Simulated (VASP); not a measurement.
# Ta4H3 (P4/mmm) in VASP: further runs

Ta4H3 is run at these levels: PBE; tasks: single point.

Program: VASP 6.6.1. These are calculated values, not measurements. Logs are shortened: lines on timing, memory, paths and dates and some standing lists are left out, and cuts for length are marked.

**1. The cell of the first run**

It takes space group P4/mmm (No. 123, tetragonal). Conventional cell: a = 3.968 Å, b = 3.968 Å, c = 5.631 Å, α = 90.00°, β = 90.00°, γ = 90.00°. Ta (site symmetry 2mm) has 4 H at 2.05 to 2.42 Å and 6 Ta at 2.77 to 2.86 Å within 2.9 Å. Within 2.5 Å of H (site symmetry 4/mmm) lie 2 H at 1.88 Å and 8 Ta at 2.42 Å. Within 2.5 Å of H (site symmetry 4mm) lie 2 H at 1.87 to 1.88 Å and 4 Ta at 2.05 Å.

The cell was generated, and may not be a known phase.

**2. Single point, PBE**

Input file INCAR:

```
ALGO = Normal
EDIFF = 1E-6
ENCUT = 500
GGA = PE
GGA_COMPAT = False
ISIF = 2
ISMEAR = 0
LASPH = True
LCHARG = False
LREAL = False
LWAVE = False
NBANDS = 32
NELM = 120
PREC = Accurate
SIGMA = 0.2
```

Input file KPOINTS:

```
k-points
0
Gamma
  4 4 3
```

Input file POSCAR:

```
Ta4H3
1.0
    3.9676962976      0.0000000000      0.0000000000
    0.0000000000      3.9676962976      0.0000000000
    0.0000000000      0.0000000000      5.6311366821
Ta H
4 3
Direct
    0.0000000000      0.5000000000      0.2539382025
    0.5000000000      0.0000000000      0.7460617975
    0.0000000000      0.5000000000      0.7460617975
    0.5000000000      0.0000000000      0.2539382025
    0.5000000000      0.5000000000      0.5000000000
    0.5000000000      0.5000000000      0.1657424659
    0.5000000000      0.5000000000      0.8342575341
```

Potentials or basis: VASP PAW PBE potentials, release 64 (Ta_pv, H).

Command:

```console
$ cat potpaw_PBE.64/Ta_pv/POTCAR potpaw_PBE.64/H/POTCAR > POTCAR
$ mpirun -np 1 vasp_std > vasp.out
```

OUTCAR:

```text
EDIFF = 1E-6
   ENCUT = 500
   GGA = PE
   ISIF = 2
   ISMEAR = 0
   LASPH = True
   LREAL = False
   NELM = 120
   PREC = Accurate

 ion  position               nearest neighbor table
   1  0.000  0.500  0.254-   6 2.05   6 2.05   3 2.77   4 2.81   4 2.81   4 2.81   4 2.81   3 2.86

   2  0.500  0.000  0.746-   7 2.05   7 2.05   4 2.77   3 2.81   3 2.81   3 2.81   3 2.81   4 2.86

   3  0.000  0.500  0.746-   7 2.05   7 2.05   1 2.77   2 2.81   2 2.81   2 2.81   2 2.81   1 2.86

   4  0.500  0.000  0.254-   6 2.05   6 2.05   2 2.77   1 2.81   1 2.81   1 2.81   1 2.81   2 2.86

   5  0.500  0.500  0.500-
   6  0.500  0.500  0.166-   1 2.05   4 2.05   4 2.05   1 2.05
   7  0.500  0.500  0.834-   2 2.05   3 2.05   2 2.05   3 2.05

  LATTYP: Found a simple tetragonal cell.
 ALAT       =     3.9676962976
 C/A-ratio  =     1.4192458948

  Lattice vectors:

 A1 = (   3.9676962976,   0.0000000000,   0.0000000000)
 A2 = (   0.0000000000,   3.9676962976,   0.0000000000)
 A3 = (   0.0000000000,   0.0000000000,   5.6311366821)

Analysis of symmetry for initial positions (statically):
=====================================================================
 Subroutine PRICEL returns:
 Original cell was already a primitive cell.

 Routine SETGRP: Setting up the symmetry group for a
 simple tetragonal supercell.

 Subroutine GETGRP returns: Found 16 space group operations
 (whereof 16 operations were pure point group operations)
 out of a pool of 16 trial point group operations.

The static configuration has the point symmetry D_4h.

Analysis of symmetry for dynamics (positions and initial velocities):
=====================================================================
 Subroutine PRICEL returns:
 Original cell was already a primitive cell.

 Routine SETGRP: Setting up the symmetry group for a
 simple tetragonal supercell.

 Subroutine GETGRP returns: Found 16 space group operations
 (whereof 16 operations were pure point group operations)
 out of a pool of 16 trial point group operations.

The dynamic configuration has the point symmetry D_4h.

 Subroutine INISYM returns: Found 16 space group operations
 (whereof 16 operations are pure point group operations),
 and found     1 'primitive' translations

----------------------------------------------------------------------------------------

                                     Primitive cell

  volume of cell :      88.6488

  direct lattice vectors                    reciprocal lattice vectors
     3.967696298  0.000000000  0.000000000     0.252035419  0.000000000  0.000000000
     0.000000000  3.967696298  0.000000000     0.000000000  0.252035419  0.000000000
     0.000000000  0.000000000  5.631136682     0.000000000  0.000000000  0.177584040

  length of vectors
     3.967696298  3.967696298  5.631136682     0.252035419  0.252035419  0.177584040

  position of ions in fractional coordinates (direct lattice)
     0.000000000  0.500000000  0.253938203
     0.500000000  0.000000000  0.746061797
     0.000000000  0.500000000  0.746061797
     0.500000000  0.000000000  0.253938203
     0.500000000  0.500000000  0.500000000
     0.500000000  0.500000000  0.165742466
     0.500000000  0.500000000  0.834257534

  ion indices of the primitive-cell ions
   primitive index   ion index
                 1           1
                 2           2
                 3           3
                 4           4
                 5           5
                 6           6
                 7           7

----------------------------------------------------------------------------------------

 KPOINTS: k-points

Automatic generation of k-mesh.
 Grid dimensions read from file:
 generate k-points for:    4    4    3

 Generating k-lattice:

  Cartesian coordinates                     Fractional coordinates (reciprocal lattice)
     0.063008855  0.000000000  0.000000000     0.250000000  0.000000000  0.000000000
     0.000000000  0.063008855  0.000000000     0.000000000  0.250000000  0.000000000
     0.000000000  0.000000000  0.059194680     0.000000000  0.000000000  0.333333333

  Length of vectors
     0.063008855  0.063008855  0.059194680

  Shift w.r.t. Gamma in fractional coordinates (k-lattice)
     0.000000000  0.000000000  0.000000000

 Subroutine IBZKPT returns following result:
 ===========================================

 Found     12 irreducible k-points:

 Following reciprocal coordinates:
            Coordinates               Weight
  0.000000  0.000000  0.000000      1.000000
  0.250000  0.000000  0.000000      4.000000
  0.500000  0.000000  0.000000      2.000000
  0.250000  0.250000  0.000000      4.000000
  0.500000  0.250000  0.000000      4.000000
  0.500000  0.500000  0.000000      1.000000
  0.000000  0.000000  0.333333      2.000000
  0.250000  0.000000  0.333333      8.000000
  0.500000  0.000000  0.333333      4.000000
  0.250000  0.250000  0.333333      8.000000
  0.500000  0.250000  0.333333      8.000000
  0.500000  0.500000  0.333333      2.000000
   k-points           NKPTS =     12   k-points in BZ     NKDIM =     12   number of bands    NBANDS=     32
   number of dos      NEDOS =    301   number of ions     NIONS =      7
   total plane-waves  NPLWV =  37800
   dimension x,y,z NGX =    30 NGY =   30 NGZ =   42
   dimension x,y,z NGXF=    60 NGYF=   60 NGZF=   84
   ions per type =               4   3
   NGX,Y,Z   is equivalent  to a cutoff of  12.57, 12.57, 12.40 a.u.
   NGXF,Y,Z  is equivalent  to a cutoff of  25.14, 25.14, 24.80 a.u.
 SYSTEM =  unknown system
   PREC   = accura    normal or accurate (medium, high low for compatibility)
   ISTART =      0    job   : 0-new  1-cont  2-samecut
   ICHARG =      2    charge: 1-file 2-atom 10-const
   ISPIN  =      1    spin polarized calculation?
   LNONCOLLINEAR =      F non collinear calculations
   LSORBIT =      F    spin-orbit coupling
   LASPH  =      T    aspherical Exc in radial PAW
   ENCUT  =  500.0 eV  36.75 Ry    6.06 a.u.   7.23  7.23 10.27*2*pi/ulx,y,z
   NELM   =    120;   NELMIN=  2; NELMDL= -5     # of ELM steps
   EDIFF  = 0.1E-05   stopping-criterion for ELM
   LREAL  =      F    real-space projection
   EDIFFG = 0.1E-04   stopping-criterion for IOM
   NSW    =      0    number of steps for IOM
   IBRION =     -1    ionic relax: 0-MD 1-quasi-New 2-CG
   NFREE  =      0    steps in history (QN), initial steepest desc. (CG)
   ISIF   =      2    stress and relaxation
   ISYM   =      2    0-nonsym 1-usesym 2-fastsym
   POTIM  = 0.5000    time-step for ionic-motion
   TEBEG  =    0.0;   TEEND  =   0.0 temperature during run
   PSTRESS=    0.0 pullay stress
   NELECT =      47.0000    total number of electrons
   NUPDOWN=      -1.0000    fix difference up-down
   EMIN   =  10.00;   EMAX   =-10.00  energy-range for DOS
   EFERMI =   0.00;   METHOD = LEGACY
   ISMEAR =     0;   SIGMA  =   0.20  broadening in eV -4-tet -1-fermi 0-gaus
   EFERMI_NEDOS =   21; number of points for ismear=-14 and -15
   IALGO  =     38    algorithm
   IMIX   =      4    mixing-type and parameters
     AMIX     =   0.40;   BMIX     =  1.00
     AMIX_MAG =   1.60;   BMIX_MAG =  1.00
  volume/ion in A,a.u.               =      12.66        85.46
  Fermi-wavevector in a.u.,A,eV,Ry     =   1.325002  2.503890 23.886794  1.755630
  Thomas-Fermi vector in A             =   2.454495
   LORBIT       =      0    0 simple, 1 ext, 2 COOP (PROOUT), +10 PAW based schemes
   GGA     = PE    functional components
   LHFCALC =     F    Hartree Fock is set to
   AEXX    =    0.0000 exact exchange contribution
   IVDW    =     0    specifies the selected vdW correction
   LEPSILON=     F    determine dielectric tensor
   LRPA    =     F    only Hartree local field effects (RPA)
 non-spin polarized calculation
 Gauss-broadening in eV      SIGMA  =   0.20
  energy-cutoff  :      500.00
  volume of cell :       88.65
 maximum number of plane-waves:      2264
 NGX is ok and might be reduce to    30
   NGX = 15   NGY = 15   NGZ = 21

 number of electron      46.9999990 magnetization

 Free energy of the ion-electron system (eV)
  ---------------------------------------------------
  ext. energy  EPLUGINS =         0.00000000
  ---------------------------------------------------
  free energy    TOTEN  =       -53.42727095 eV

  energy without entropy =      -53.36274275  energy(sigma->0) =      -53.39500685

 E-fermi :   5.0548     XC(G=0): -11.8701

 val. band max:        4.9774715100   @ k =   0.0000   0.0000   0.3333
 cond. band min:       5.1353081419   @ k =   0.2500   0.2500   0.3333
 fundamental gap:      0.1578366319
 Fermi energy:         5.0547806893

 k-point     1 :       0.0000    0.0000    0.0000
  band No.  band energies     occupation
      1     -29.9477      2.00000
      2     -29.8462      2.00000
      3     -29.8462      2.00000
      4     -29.7293      2.00000
      5     -29.7293      2.00000
      6     -29.6935      2.00000
[... 24 lines left out ...]
     31      10.0724      0.00000
     32      10.1357      0.00000

 k-point     2 :       0.2500    0.0000    0.0000
  band No.  band energies     occupation
      1     -29.9092      2.00000
      2     -29.7574      2.00000
      3     -29.7368      2.00000
      4     -29.7294      2.00000
      5     -29.6415      2.00000
      6     -29.6243      2.00000
[... 24 lines left out ...]
     31       8.6512      0.00000
     32       9.2008      0.00000
[... 313 lines left out ...]
     31       7.8828      0.00000
     32       8.0741      0.00000

 k-point    12 :       0.5000    0.5000    0.3333
  band No.  band energies     occupation
      1     -30.1057      2.00000
      2     -30.0348      2.00000
      3     -29.7843      2.00000
      4     -29.7198      2.00000
      5     -29.6056      2.00000
      6     -29.6056      2.00000
[... 24 lines left out ...]
     31       7.8132      0.00000
     32       7.9010      0.00000

------------------------ aborting loop because EDIFF is reached ----------------------------------------

  FORCE on cell =-STRESS in cart. coord.  units (eV):
  Direction    XX          YY          ZZ          XY          YZ          ZX
  --------------------------------------------------------------------------------------
  -------------------------------------------------------------------------------------
  Total        0.1461293      0.1461293     -0.1813111      0.0000000      0.0000000     -0.0000000
  in kB        2.6410406      2.6410406     -3.2768914      0.0000000      0.0000000     -0.0000000
  external PRESSURE =       0.6683966 kB  Pullay stress =       0.0000000 kB

 VOLUME and BASIS-vectors are now :
 -----------------------------------------------------------------------------
  energy-cutoff  :      500.00
  volume of cell :       88.65
      direct lattice vectors                 reciprocal lattice vectors
     3.967696298  0.000000000  0.000000000     0.252035419  0.000000000  0.000000000
     0.000000000  3.967696298  0.000000000     0.000000000  0.252035419  0.000000000
     0.000000000  0.000000000  5.631136682     0.000000000  0.000000000  0.177584040

 POSITION                                       TOTAL-FORCE (eV/Angst)
 -----------------------------------------------------------------------------------
      0.00000      1.98385      1.42996         0.000000     -0.000000     -0.009474
      1.98385      0.00000      4.20118         0.000000      0.000000      0.009474
      0.00000      1.98385      4.20118         0.000000     -0.000000      0.009474
      1.98385      0.00000      1.42996        -0.000000      0.000000     -0.009474
      1.98385      1.98385      2.81557         0.000000      0.000000      0.000000
      1.98385      1.98385      0.93332         0.000000      0.000000     -0.064542
      1.98385      1.98385      4.69782         0.000000      0.000000      0.064542
 -----------------------------------------------------------------------------------
    total drift:                                0.000000     -0.000000      0.000000

  FREE ENERGIE OF THE ION-ELECTRON SYSTEM (eV)
  ---------------------------------------------------
  free  energy   TOTEN  =       -53.4272709491 eV

  energy  without entropy=      -53.3627427504  energy(sigma->0) =      -53.39500685
```

Run time: 79 s. Hardware: 1 thread of Intel Xeon 8259CL, shared host; peak memory 0.16 GiB.

Results:

```yaml
Free_energy: -53.4273 eV
Pressure: 0.1 GPa
Largest_force: 0.065 eV/Å
Band_gap_on_the_k_mesh: zero (an odd number of electrons rules out a gap without spin polarisation)
```

Forces in eV/Å, atoms in the order of the input:
```
Ta   0.000  0.000 -0.009
Ta   0.000  0.000  0.009
Ta   0.000  0.000  0.009
Ta   0.000  0.000 -0.009
H    0.000  0.000  0.000
H    0.000  0.000 -0.065
H    0.000  0.000  0.065
```

Levels at points of the mesh, in eV from the Fermi level:
| k point | band 21 | band 22 | band 23 | band 24 | band 25 | band 26 |
| --- | --- | --- | --- | --- | --- | --- |
| (0.00, 0.00, 0.00) | -2.84 | -2.05 | -1.87 | 1.67 | 1.67 | 2.30 |
| (0.50, 0.00, 0.00) | -0.73 | -0.66 | -0.59 | -0.31 | 0.32 | 0.79 |
| (0.50, 0.50, 0.00) | -2.06 | -2.06 | -0.43 | 1.30 | 1.41 | 1.41 |

Caveat: the k points lie up to 0.40 Å⁻¹ apart, too coarse for converged energies and pressures of a metal; spin-orbit coupling is left out, which moves the levels of the heavy elements; an odd number of electrons without spin polarisation forces a metal; a magnetic or distorted state may lie lower.

**3. Single point, PBE**

This run uses another cell than the first one, of 18.68 Å³/atom.

Input file INCAR:

```
SYSTEM = Ta4H3
PREC = Accurate
ENCUT = 500
EDIFF = 1E-6
ISMEAR = 0
SIGMA = 0.2
LREAL = .False.
LASPH = .True.
NELM = 120
ALGO = Normal
ISIF = 2
LWAVE = .False.
LCHARG = .False.
GGA = PE
NBANDS = 32
GGA_COMPAT = .False.
```

Input file KPOINTS:

```
Automatic mesh
0
Gamma
  3 3 5
  0 0 0
```

Input file POSCAR:

```
Ta4H3
1.0
    6.6540159777      0.0000000000      0.0000000000
    0.0000000000      6.6540159777      0.0000000000
    0.0000000000      0.0000000000      2.9529472966
Ta H
4 3
Direct
    0.7035676742      0.0000000000      0.0000000000
    0.2964323258      0.0000000000      0.0000000000
    0.0000000000      0.2964323258      0.0000000000
    0.0000000000      0.7035676742      0.0000000000
    0.0000000000      0.0000000000      0.6721513700
    0.0000000000      0.0000000000      0.3278486300
    0.0000000000      0.0000000000      0.0000000000
```

Potentials or basis: VASP PAW PBE potentials, release 64 (Ta_pv, H).

Command:

```console
$ cat potpaw_PBE.64/Ta_pv/POTCAR potpaw_PBE.64/H/POTCAR > POTCAR
$ mpirun -np 1 vasp_std > vasp.out
```

Run time: 1.9 min. Hardware: 1 thread of Intel Xeon 8259CL, shared host; peak memory 0.21 GiB.

It converged, with:

* Free energy: -46.4734 eV
* Pressure: 0.0 GPa
* Largest force: 0.011 eV/Å
* Band gap on the k mesh: zero (an odd number of electrons rules out a gap without spin polarisation)

Forces on the atoms (eV/Å):
```
Ta  -0.007  0.000  0.000
Ta   0.007  0.000  0.000
Ta   0.000  0.007  0.000
Ta   0.000 -0.007  0.000
H    0.000  0.000 -0.011
H    0.000  0.000  0.011
H    0.000  0.000  0.000
```

Levels at points of the mesh, in eV from the Fermi level:
| k point | band 19 | band 20 | band 21 | band 22 | band 23 | band 24 | band 25 | band 26 | band 27 | band 28 |
| --- | --- | --- | --- | --- | --- | --- | --- | --- | --- | --- |
| (0.00, 0.00, 0.00) | -1.42 | -1.42 | -0.95 | -0.91 | -0.90 | -0.57 | -0.09 | -0.09 | 2.25 | 2.25 |

Caveat: the k points lie up to 0.43 Å⁻¹ apart, too coarse for converged energies and pressures of a metal; spin-orbit coupling is left out, which moves the levels of the heavy elements; an odd number of electrons without spin polarisation forces a metal; a magnetic or distorted state may lie lower.

The gap in the log of VASP goes by the Fermi energy; the results here count the filled bands.